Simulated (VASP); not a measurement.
# Zn8Au7 (a cell with a defect) in VASP: single point with PBE

Aim: the single point of Zn8Au7 (a cell with a defect) with PBE.

All numbers are computed with VASP 6.6.1; they aren't measurements. Logs are shortened: lines on timing, memory, paths and dates and some standing lists are left out, and cuts for length are marked.

**1. The cell of the first run**

The cell holds a defect, 15 atoms: a = 6.265 Å, b = 6.265 Å, c = 6.265 Å, α = 90.00°, β = 90.00°, γ = 90.00°.

**2. Single point, PBE**

INCAR reads:

```
SYSTEM = Zn8Au7
  ALGO = Normal
  EDIFF = 1E-6
  ENCUT = 520
  GGA = PE
  ISIF = 2
  ISMEAR = 0
  LASPH = .True.
  LCHARG = .False.
  LREAL = Auto
  LWAVE = .False.
  NBANDS = 100
  NELM = 80
  PREC = Accurate
  SIGMA = 0.1
```

KPOINTS reads:

```
k-points
0
Gamma
  2 2 2
  0 0 0
```

POSCAR reads:

```
Zn8Au7
1.0
    6.2646440000      0.0000000000      0.0000000000
    0.0000000000      6.2646440000      0.0000000000
    0.0000000000      0.0000000000      6.2646440000
Au Zn
7 8
Direct
    0.0031064814     -0.0011833075     -0.0003526138
    0.0006183911      0.0009277463      0.4997219315
    0.0010196908      0.5002625848     -0.0000191551
   -0.0015362405      0.4983044527      0.5000186762
    0.4991048174     -0.0014492444      0.0007050680
    0.5009794651      0.0010032493      0.5011022175
    0.5027592949      0.4995222394      0.5005040989
    0.2604668358      0.2599688027      0.2409488871
    0.2598778159      0.2604213424      0.7595936816
    0.2566375679      0.7427098810      0.2466208774
    0.2595116339      0.7398155426      0.7562855926
    0.7410294982      0.2581950387      0.2394219049
    0.7446357686      0.2544973026      0.7583998388
    0.7424246294      0.7418338536      0.2407128003
    0.7414657561      0.7419179765      0.7602754442
```

Potentials or basis: VASP PAW PBE potentials, release 64 (Au, Zn).

The run is started by

```console
cat potpaw_PBE.64/Au/POTCAR potpaw_PBE.64/Zn/POTCAR > POTCAR
mpirun -np 1 vasp_std > vasp.out
```

OUTCAR:

```text
SYSTEM = Zn8Au7
   EDIFF = 1E-6
   ENCUT = 520
   GGA = PE
   ISIF = 2
   ISMEAR = 0
   LASPH = .True.
   LREAL = Auto
   NELM = 80
   PREC = Accurate

 ion  position               nearest neighbor table
   1  0.003  0.999  1.000-  13 2.73  10 2.74  15 2.74   9 2.74  11 2.75  14 2.75   8 2.75  12 2.76
                             5 3.11   3 3.12   2 3.13   2 3.13   3 3.14   5 3.16
   2  0.001  0.001  0.500-  10 2.78  13 2.78  14 2.81  11 2.81  12 2.81   8 2.81   9 2.82  15 2.82
                             4 3.12   6 3.13   1 3.13   1 3.13   6 3.13   4 3.15
   3  0.001  0.500  1.000-   9 2.67   8 2.68  14 2.68  15 2.68  12 2.68  11 2.68  13 2.69  10 2.69
                             1 3.12   4 3.13   4 3.13   1 3.14
   4  0.998  0.498  0.500-  10 2.73  13 2.74  12 2.74  14 2.75  11 2.75   9 2.75   8 2.75  15 2.75
                             7 3.11   2 3.12   3 3.13   3 3.13   2 3.15   7 3.16
   5  0.499  0.999  0.001-  15 2.68  14 2.68  12 2.68   8 2.68   9 2.69  11 2.69  13 2.69  10 2.69
                             1 3.11   6 3.13   6 3.13   1 3.16
   6  0.501  0.001  0.501-  13 2.73  10 2.74  11 2.74  15 2.75   9 2.75  12 2.75   8 2.75  14 2.75
                             7 3.12   5 3.13   2 3.13   2 3.13   5 3.13   7 3.14
   7  0.503  0.500  0.501-  11 2.68  12 2.68  15 2.68   9 2.68   8 2.68  14 2.68  10 2.69  13 2.69
                             4 3.11   6 3.12   6 3.14   4 3.16
   8  0.260  0.260  0.241-   5 2.68   3 2.68   7 2.68   4 2.75   6 2.75   1 2.75   2 2.81  12 3.01
                             9 3.02  10 3.02
   9  0.260  0.260  0.760-   3 2.67   7 2.68   5 2.69   1 2.74   6 2.75   4 2.75   2 2.82  11 3.00
                             8 3.02  13 3.04
  10  0.257  0.743  0.247-   7 2.69   5 2.69   3 2.69   4 2.73   1 2.74   6 2.74   2 2.78   8 3.02
                            14 3.04
  11  0.260  0.740  0.756-   7 2.68   3 2.68   5 2.69   6 2.74   1 2.75   4 2.75   2 2.81   9 3.00
                            15 3.02
  12  0.741  0.258  0.239-   5 2.68   7 2.68   3 2.68   4 2.74   6 2.75   1 2.76   2 2.81   8 3.01
                            13 3.01  14 3.03
  13  0.745  0.254  0.758-   3 2.69   5 2.69   7 2.69   6 2.73   1 2.73   4 2.74   2 2.78  12 3.01
                             9 3.04
  14  0.742  0.742  0.241-   5 2.68   3 2.68   7 2.68   4 2.75   1 2.75   6 2.75   2 2.81  15 3.01
                            12 3.03  10 3.04
  15  0.741  0.742  0.760-   5 2.68   7 2.68   3 2.68   1 2.74   6 2.75   4 2.75   2 2.82  14 3.01
                            11 3.02

  LATTYP: Found a simple cubic cell.
 ALAT       =     6.2646440000

  Lattice vectors:

 A1 = (   6.2646440000,   0.0000000000,   0.0000000000)
 A2 = (   0.0000000000,   6.2646440000,   0.0000000000)
 A3 = (   0.0000000000,   0.0000000000,   6.2646440000)

Analysis of symmetry for initial positions (statically):
=====================================================================
[... 157 lines left out ...]
   LORBIT       =      0    0 simple, 1 ext, 2 COOP (PROOUT), +10 PAW based schemes
   GGA     = PE    functional components
   LHFCALC =     F    Hartree Fock is set to
   AEXX    =    0.0000 exact exchange contribution
   IVDW    =     0    specifies the selected vdW correction
   LEPSILON=     F    determine dielectric tensor
   LRPA    =     F    only Hartree local field effects (RPA)
 non-spin polarized calculation
 Gauss-broadening in eV      SIGMA  =   0.10
  energy-cutoff  :      520.00
  volume of cell :      245.86
 maximum number of plane-waves:      6704
 NGX is ok and might be reduce to    48
   NGX = 23   NGY = 23   NGZ = 23

 number of electron     172.9999950 magnetization

 Free energy of the ion-electron system (eV)
  ---------------------------------------------------
  ext. energy  EPLUGINS =         0.00000000
  ---------------------------------------------------
  free energy    TOTEN  =       -34.84847678 eV

  energy without entropy =      -34.80243436  energy(sigma->0) =      -34.82545557

 E-fermi :   6.8090     XC(G=0): -11.9680

 val. band max:        6.6988950431   @ k =   0.0000   0.0000   0.5000
 cond. band min:       6.8321434456   @ k =   0.0000   0.5000   0.0000
 fundamental gap:      0.1332484025
 Fermi energy:         6.8089600330

 k-point     1 :       0.0000    0.0000    0.0000
  band No.  band energies     occupation
      1      -4.0529      2.00000
      2      -1.9965      2.00000
      3      -1.9963      2.00000
      4      -1.8708      2.00000
      5      -1.8706      2.00000
      6      -1.8698      2.00000
[... 797 lines left out ...]
     97       9.7793      0.00000
     98       9.8000      0.00000
 [bands above 98 left out]

------------------------ aborting loop because EDIFF is reached ----------------------------------------

  FORCE on cell =-STRESS in cart. coord.  units (eV):
  Direction    XX          YY          ZZ          XY          YZ          ZX
  --------------------------------------------------------------------------------------
  -------------------------------------------------------------------------------------
  Total        3.7820912      3.7733479      3.7724852     -0.2344393      0.2036720     -0.1754691
  in kB       24.6463942     24.5894178     24.5837956     -1.5277481      1.3272502     -1.1434631
  external PRESSURE =      24.6065359 kB  Pullay stress =       0.0000000 kB

 VOLUME and BASIS-vectors are now :
 -----------------------------------------------------------------------------
  energy-cutoff  :      520.00
  volume of cell :      245.86
      direct lattice vectors                 reciprocal lattice vectors
     6.264644000  0.000000000  0.000000000     0.159625990  0.000000000  0.000000000
     0.000000000  6.264644000  0.000000000     0.000000000  0.159625990  0.000000000
     0.000000000  0.000000000  6.264644000     0.000000000  0.000000000  0.159625990

 POSITION                                       TOTAL-FORCE (eV/Angst)
 -----------------------------------------------------------------------------------
      0.01946      6.25723      6.26244        -0.005879      0.010781      0.006256
      0.00387      0.00581      3.13058         0.005126     -0.004760      0.002903
      0.00639      3.13397      6.26452         0.001336      0.006704      0.006872
      6.25502      3.12170      3.13244         0.004821     -0.003533      0.004819
      3.12671      6.25556      0.00442        -0.017997     -0.002340     -0.002607
      3.13846      0.00628      3.13923        -0.001943     -0.006254     -0.013350
      3.14961      3.12933      3.13548         0.002234     -0.005208     -0.005461
      1.63173      1.62861      1.50946        -0.003137     -0.008021      0.006365
      1.62804      1.63145      4.75858        -0.000917     -0.011994     -0.006557
      1.60774      4.65281      1.54499         0.001647      0.006421     -0.010133
      1.62575      4.63468      4.73786        -0.004669      0.012364      0.011496
      4.64229      1.61750      1.49989         0.011867     -0.003559      0.006185
      4.66488      1.59433      4.75110         0.001396      0.014784     -0.004118
      4.65103      4.64732      1.50798        -0.000820     -0.001264      0.010489
      4.64502      4.64785      4.76285         0.006936     -0.004120     -0.013159
 -----------------------------------------------------------------------------------
    total drift:                                0.005273      0.003895      0.004975

  FREE ENERGIE OF THE ION-ELECTRON SYSTEM (eV)
  ---------------------------------------------------
  free  energy   TOTEN  =       -34.8484767805 eV

  energy  without entropy=      -34.8024343560  energy(sigma->0) =      -34.82545557
```

OSZICAR:

```text
N       E                     dE             d eps       ncg     rms          rms(c)
DAV:   1     0.193567645864E+04    0.19357E+04   -0.77675E+04  1600   0.235E+03
DAV:   2     0.273641914773E+03   -0.16620E+04   -0.15999E+04  1600   0.618E+02
DAV:   3    -0.193566257017E+02   -0.29300E+03   -0.27130E+03  1636   0.207E+02
DAV:   4    -0.376288703803E+02   -0.18272E+02   -0.17896E+02  1732   0.569E+01
DAV:   5    -0.379706509376E+02   -0.34178E+00   -0.34043E+00  1768   0.662E+00    0.217E+01
DAV:   6    -0.350657343949E+02    0.29049E+01   -0.10615E+01  1732   0.161E+01    0.138E+01
DAV:   7    -0.348935751630E+02    0.17216E+00   -0.44872E-01  2048   0.427E+00    0.678E+00
DAV:   8    -0.348481790008E+02    0.45396E-01   -0.10119E-01  1824   0.169E+00    0.407E-01
DAV:   9    -0.348484394434E+02   -0.26044E-03   -0.83377E-03  1748   0.677E-01    0.283E-01
DAV:  10    -0.348484198663E+02    0.19577E-04   -0.99015E-04  1948   0.508E-01    0.126E-01
DAV:  11    -0.348484755724E+02   -0.55706E-04   -0.46430E-04  2004   0.288E-01    0.254E-02
DAV:  12    -0.348484766786E+02   -0.11062E-05   -0.10944E-04  1756   0.138E-01    0.143E-02
DAV:  13    -0.348484775099E+02   -0.83131E-06   -0.23095E-05  2020   0.481E-02    0.933E-03
DAV:  14    -0.348484767805E+02    0.72943E-06   -0.88476E-06  1628   0.397E-02
   1 F= -.34848477E+02 E0= -.34825456E+02  d E =-.460424E-01
```

stdout:

```text
POSCAR found type information on POSCAR AuZn
 POSCAR found :  2 types and      15 ions
 scaLAPACK will be used
 LDA part: xc-table for (Slater+PW92), standard interpolation
 POSCAR, INCAR and KPOINTS ok, starting setup
 FFT: planning ... GRIDC
 FFT: planning ... GRID_SOFT
 FFT: planning ... GRID
 WAVECAR not read
 entering main loop
```

Run time: 3.4 min. Hardware: 1 thread of Intel Xeon 6975P-C (Granite Rapids), shared host; peak memory 0.39 GiB.

What came out:

```yaml
Free_energy: -34.8485 eV
Pressure: 2.5 GPa
Largest_force: 0.018 eV/Å
Band_gap_on_the_k_mesh: zero (an odd number of electrons rules out a gap without spin polarisation)
```

Forces on the atoms (eV/Å):
```
Au  -0.006  0.011  0.006
Au   0.005 -0.005  0.003
Au   0.001  0.007  0.007
Au   0.005 -0.004  0.005
Au  -0.018 -0.002 -0.003
Au  -0.002 -0.006 -0.013
Au   0.002 -0.005 -0.005
Zn  -0.003 -0.008  0.006
Zn  -0.001 -0.012 -0.007
Zn   0.002  0.006 -0.010
Zn  -0.005  0.012  0.011
Zn   0.012 -0.004  0.006
Zn   0.001  0.015 -0.004
Zn  -0.001 -0.001  0.010
Zn   0.007 -0.004 -0.013
```

Caveat: the k points lie up to 0.50 Å⁻¹ apart, too coarse for converged energies and pressures of a metal; spin-orbit coupling is left out, which moves the levels of the heavy elements.
